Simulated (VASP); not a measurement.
Cs, 1 atom in the cell. It takes space group Im-3m (No. 229, cubic). Conventional cell: a = 6.284 Å, b = 6.284 Å, c = 6.284 Å, α = 90.00°, β = 90.00°, γ = 90.00°. 

| Item | Value |
| --- | --- |
| Program | VASP 6.6.1 |
| Task | single point |
| Functional | r2SCAN |
| Potentials or basis | VASP PAW PBE potentials, release 64 (Cs_sv) |
| Cutoff | 520 eV |
| k mesh | 10 × 10 × 10 |
| Occupations | gaussian, width 0.05 eV |
| Spin | no spin polarisation |
| Dipole correction | no |
| Further INCAR settings | ALGO = Normal; EDIFF = 1e-06; NBANDS = 10 |

Potentials or basis: VASP PAW PBE potentials, release 64 (Cs_sv).

Run with:

```sh
$ cat potpaw_PBE.64/Cs_sv/POTCAR > POTCAR
$ cp INCAR.step1 INCAR
$ mpirun -np 1 vasp_std > vasp.out
$ cp INCAR.step2 INCAR
$ mpirun -np 1 vasp_std > vasp.out
```

Hardware: 1 thread of Intel(R) Xeon(R) 6975P-C (Granite Rapids), with other jobs on the host.

Estimate the wall time of this run.

Wall time 88 s on 1 thread of Intel(R) Xeon(R) 6975P-C (Granite Rapids), on a shared host, peak memory 0.27 GiB. Counts: k points 47.
